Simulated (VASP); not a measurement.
# Au (Im-3m) in VASP: single point with r2SCAN

Aim: the single point of Au with r2SCAN.

Program: VASP 6.6.1. These are calculated values, not measurements. Logs are shortened: lines on timing, memory, paths and dates and some standing lists are left out, and cuts for length are marked.

## 1. The cell of the first run

It takes space group Im-3m (No. 229, cubic). The conventional cell has a = 3.219 Å, b = 3.219 Å, c = 3.219 Å, α = 90.00°, β = 90.00°, γ = 90.00°. Au (site symmetry m-3m) has 14 Au at 2.79 to 3.22 Å within 3.7 Å.

This isn't the form of Au at room conditions, which is fcc.

## 2. Single point, r2SCAN

Contents of POSCAR:

```
Au
1.0
   -1.6095223668      1.6095223668      1.6095223668
    1.6095223668     -1.6095223668      1.6095223668
    1.6095223668      1.6095223668     -1.6095223668
Au
1
Direct
    0.0000000000      0.0000000000      0.0000000000
```

Contents of INCAR.step1:

```
PREC = Accurate ; ENCUT = 590
ISMEAR = -1 ; SIGMA = 0.05
LREAL = F ; LASPH = T
NELM = 120 ; NBANDS = 16
GGA = PE ; ALGO = Normal
EDIFF = 1E-5 ; LWAVE = T
LCHARG = F ; GGA_COMPAT = F
```

Contents of INCAR.step2:

```
PREC = Accurate ; ENCUT = 590
EDIFF = 1E-6 ; ISMEAR = -1
SIGMA = 0.05 ; LREAL = F
LASPH = T ; NELM = 120
ALGO = Normal ; ISIF = 2
LWAVE = F ; LCHARG = F
METAGGA = R2SCAN ; LMIXTAU = T
NBANDS = 16 ; ISTART = 1
GGA_COMPAT = F
```

Contents of KPOINTS:

```
regular mesh
0
Gamma
  11 11 11
```

Potentials or basis: VASP PAW PBE potentials, release 64 (Au_sv_GW).

On the command line:

```
$ cat potpaw_PBE.64/Au_sv_GW/POTCAR > POTCAR
$ cp INCAR.step1 INCAR
$ mpirun -np 1 vasp_std > vasp.out
$ cp INCAR.step2 INCAR
$ mpirun -np 1 vasp_std > vasp.out
```

OUTCAR:

```text
PREC = Accurate
   ENCUT = 590
   EDIFF = 1E-6
   ISMEAR = -1
   LREAL = F
   LASPH = T
   NELM = 120
   ISIF = 2
   METAGGA = R2SCAN
   ISTART = 1

 ion  position               nearest neighbor table
   1  0.000  0.000  0.000-

  LATTYP: Found a body centered cubic cell.
 ALAT       =     3.2190447336

  Lattice vectors:

 A1 = (  -1.6095223668,   1.6095223668,   1.6095223668)
 A2 = (   1.6095223668,  -1.6095223668,   1.6095223668)
 A3 = (   1.6095223668,   1.6095223668,  -1.6095223668)

Analysis of symmetry for initial positions (statically):
=====================================================================
 Subroutine PRICEL returns:
 Original cell was already a primitive cell.

 Routine SETGRP: Setting up the symmetry group for a
 body centered cubic supercell.

 Subroutine GETGRP returns: Found 48 space group operations
 (whereof 48 operations were pure point group operations)
 out of a pool of 48 trial point group operations.

The static configuration has the point symmetry O_h .

Analysis of symmetry for dynamics (positions and initial velocities):
=====================================================================
 Subroutine PRICEL returns:
 Original cell was already a primitive cell.

 Routine SETGRP: Setting up the symmetry group for a
 body centered cubic supercell.

 Subroutine GETGRP returns: Found 48 space group operations
 (whereof 48 operations were pure point group operations)
 out of a pool of 48 trial point group operations.

The dynamic configuration has the point symmetry O_h .

 Subroutine INISYM returns: Found 48 space group operations
 (whereof 48 operations are pure point group operations),
 and found     1 'primitive' translations

----------------------------------------------------------------------------------------

                                     Primitive cell

  volume of cell :      16.6783

  direct lattice vectors                    reciprocal lattice vectors
    -1.609522367  1.609522367  1.609522367     0.000000000  0.310651166  0.310651166
     1.609522367 -1.609522367  1.609522367     0.310651166  0.000000000  0.310651166
     1.609522367  1.609522367 -1.609522367     0.310651166  0.310651166  0.000000000
[... 69 lines left out ...]
   ions per type =               1
   NGX,Y,Z   is equivalent  to a cutoff of  14.31, 14.31, 14.31 a.u.
   NGXF,Y,Z  is equivalent  to a cutoff of  28.62, 28.62, 28.62 a.u.
 SYSTEM =  unknown system
   PREC   = accura    normal or accurate (medium, high low for compatibility)
   ISTART =      1    job   : 0-new  1-cont  2-samecut
   ICHARG =      0    charge: 1-file 2-atom 10-const
   ISPIN  =      1    spin polarized calculation?
   LNONCOLLINEAR =      F non collinear calculations
   LSORBIT =      F    spin-orbit coupling
   LASPH  =      T    aspherical Exc in radial PAW
   ENCUT  =  590.0 eV  43.36 Ry    6.59 a.u.   5.52  5.52  5.52*2*pi/ulx,y,z
   NELM   =    120;   NELMIN=  2; NELMDL=  0     # of ELM steps
   EDIFF  = 0.1E-05   stopping-criterion for ELM
   LREAL  =      F    real-space projection
   EDIFFG = 0.1E-04   stopping-criterion for IOM
   NSW    =      0    number of steps for IOM
   IBRION =     -1    ionic relax: 0-MD 1-quasi-New 2-CG
   NFREE  =      0    steps in history (QN), initial steepest desc. (CG)
   ISIF   =      2    stress and relaxation
   ISYM   =      2    0-nonsym 1-usesym 2-fastsym
   POTIM  = 0.5000    time-step for ionic-motion
   TEBEG  =    0.0;   TEEND  =   0.0 temperature during run
   PSTRESS=    0.0 pullay stress
   NELECT =      19.0000    total number of electrons
   NUPDOWN=      -1.0000    fix difference up-down
   EMIN   =  10.00;   EMAX   =-10.00  energy-range for DOS
   EFERMI =   0.00;   METHOD = LEGACY
   ISMEAR =    -1;   SIGMA  =   0.05  broadening in eV -4-tet -1-fermi 0-gaus
   EFERMI_NEDOS =   21; number of points for ismear=-14 and -15
   IALGO  =     38    algorithm
   IMIX   =      4    mixing-type and parameters
     AMIX     =   0.40;   BMIX     =  1.00
     AMIX_MAG =   1.60;   BMIX_MAG =  1.00
  volume/ion in A,a.u.               =      16.68       112.55
  Fermi-wavevector in a.u.,A,eV,Ry     =   1.709788  3.231031 39.774947  2.923376
  Thomas-Fermi vector in A             =   2.788207
   LORBIT       =      0    0 simple, 1 ext, 2 COOP (PROOUT), +10 PAW based schemes
   METAGGA = R2SCAN    functional components
   LHFCALC =     F    Hartree Fock is set to
   AEXX    =    0.0000 exact exchange contribution
   IVDW    =     0    specifies the selected vdW correction
   LEPSILON=     F    determine dielectric tensor
   LRPA    =     F    only Hartree local field effects (RPA)
 non-spin polarized calculation
  energy-cutoff  :      590.00
  volume of cell :       16.68
 maximum number of plane-waves:       563
 NGX is ok and might be reduce to    24
   NGX = 11   NGY = 11   NGZ = 11

 number of electron      19.0000002 magnetization

 Free energy of the ion-electron system (eV)
  ---------------------------------------------------
  ext. energy  EPLUGINS =         0.00000000
  ---------------------------------------------------
  free energy    TOTEN  =       -49.84149417 eV

  energy without entropy =      -49.83555879  energy(sigma->0) =      -49.83852648

 E-fermi :   8.8942     XC(G=0): -14.4215

 val. band max:        8.4742293362   @ k =   0.2727   0.1818   0.0000
 cond. band min:       8.8950799049   @ k =  -0.3636   0.3636   0.2727
 fundamental gap:      0.4208505687
 Fermi energy:         8.8942451712

 k-point     1 :       0.0000    0.0000    0.0000
  band No.  band energies     occupation
      1     -99.0537      2.00000
      2     -49.6600      2.00000
      3     -49.6600      2.00000
      4     -49.6600      2.00000
      5      -1.2602      2.00000
      6       3.7186      2.00000
[... 433 lines left out ...]
      3     -49.7803      2.00000
      4     -49.6988      2.00000
      5       2.2359      2.00000
      6       2.7894      2.00000
[... 8 lines left out ...]
     15      33.8436      0.00000
     16      36.3386      0.00000

 [... further k-points ...]
[... 5 lines left out ...]
  --------------------------------------------------------------------------------------
  -------------------------------------------------------------------------------------
  Total        1.0326188      1.0326188      1.0326188      0.0000000     -0.0000000      0.0000000
  in kB       99.1972321     99.1972321     99.1972321      0.0000000     -0.0000000      0.0000000
  external PRESSURE =      99.1972321 kB  Pullay stress =       0.0000000 kB

 VOLUME and BASIS-vectors are now :
 -----------------------------------------------------------------------------
  energy-cutoff  :      590.00
  volume of cell :       16.68
      direct lattice vectors                 reciprocal lattice vectors
    -1.609522367  1.609522367  1.609522367     0.000000000  0.310651166  0.310651166
     1.609522367 -1.609522367  1.609522367     0.310651166  0.000000000  0.310651166
     1.609522367  1.609522367 -1.609522367     0.310651166  0.310651166  0.000000000

 POSITION                                       TOTAL-FORCE (eV/Angst)
 -----------------------------------------------------------------------------------
      0.00000      0.00000      0.00000         0.000000      0.000000      0.000000
 -----------------------------------------------------------------------------------
    total drift:                                0.000000      0.000000     -0.000000

  FREE ENERGIE OF THE ION-ELECTRON SYSTEM (eV)
  ---------------------------------------------------
  free  energy   TOTEN  =       -49.8414941674 eV

  energy  without entropy=      -49.8355587898  energy(sigma->0) =      -49.83852648
```

OUTCAR.step1:

```text
PREC = Accurate
   ENCUT = 590
   ISMEAR = -1
   LREAL = F
   LASPH = T
   NELM = 120
[... 670 lines left out ...]

 POSITION                                       TOTAL-FORCE (eV/Angst)
 -----------------------------------------------------------------------------------
      0.00000      0.00000      0.00000        -0.000000     -0.000000     -0.000000
 -----------------------------------------------------------------------------------
    total drift:                                0.000000      0.000000      0.000000

  FREE ENERGIE OF THE ION-ELECTRON SYSTEM (eV)
  ---------------------------------------------------
  free  energy   TOTEN  =        -2.5345881490 eV

  energy  without entropy=       -2.5293158445  energy(sigma->0) =       -2.53195200
```

It took 30 s on 1 thread of Intel Xeon 6975P-C (Granite Rapids), shared host; peak memory 0.16 GiB.

Results:

* Free energy: -49.8415 eV
* Pressure: 9.9 GPa
* Band gap on the k mesh: zero (an odd number of electrons rules out a gap without spin polarisation)

Caveat: the cell stands under pressure; the PAW data sets were made with another functional, which shifts forces and pressure a little; spin-orbit coupling is left out, which moves the levels of the heavy elements.

The gap in the log of VASP goes by the Fermi energy; the results here count the filled bands.